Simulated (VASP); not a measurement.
Set up this calculation in VASP 6.6.1, as the native input.

```yaml
Task: single point
Functional: PBE
Potentials_or_basis: VASP PAW PBE potentials, release 64 (K_sv, Br)
Cutoff: 520 eV
k_mesh: 6 × 6 × 6
Occupations: gaussian, width 0.01 eV
Spin: no spin polarisation
Dipole_correction: no
Further_INCAR_settings: ALGO = Normal; EDIFF = 1e-06; NBANDS = 15
```

The structure of KBr lies in POSCAR:

```
KBr
1.0
    0.0000000000      3.3523161624      3.3523161624
    3.3523161624      0.0000000000      3.3523161624
    3.3523161624      3.3523161624      0.0000000000
K Br
1 1
Direct
    0.0000000000      0.0000000000      0.0000000000
    0.5000000000      0.5000000000      0.5000000000
```

These files were run (other wordings do the same):

INCAR

```
SYSTEM = KBr
PREC = Accurate
ENCUT = 520
EDIFF = 1E-6
ISMEAR = 0
SIGMA = 0.01
LREAL = .FALSE.
LASPH = .TRUE.
NELM = 60
ALGO = Normal
ISIF = 2
LWAVE = .FALSE.
LCHARG = .FALSE.
GGA = PE
NBANDS = 15
```

KPOINTS

```
regular mesh
0
G
  6 6 6
  0 0 0
```

Potentials or basis: VASP PAW PBE potentials, release 64 (K_sv, Br).

Launch:

```sh
$ cat potpaw_PBE.64/K_sv/POTCAR potpaw_PBE.64/Br/POTCAR > POTCAR
$ mpirun -np 1 vasp_std > vasp.out
```

It gave:

```yaml
Pressure: 0.0 GPa
Band_gap_on_the_k_mesh: 4.31 eV
```

Wall time 22 s on 1 thread of Intel Xeon 8259CL, with other jobs on the host, peak memory 0.21 GiB.
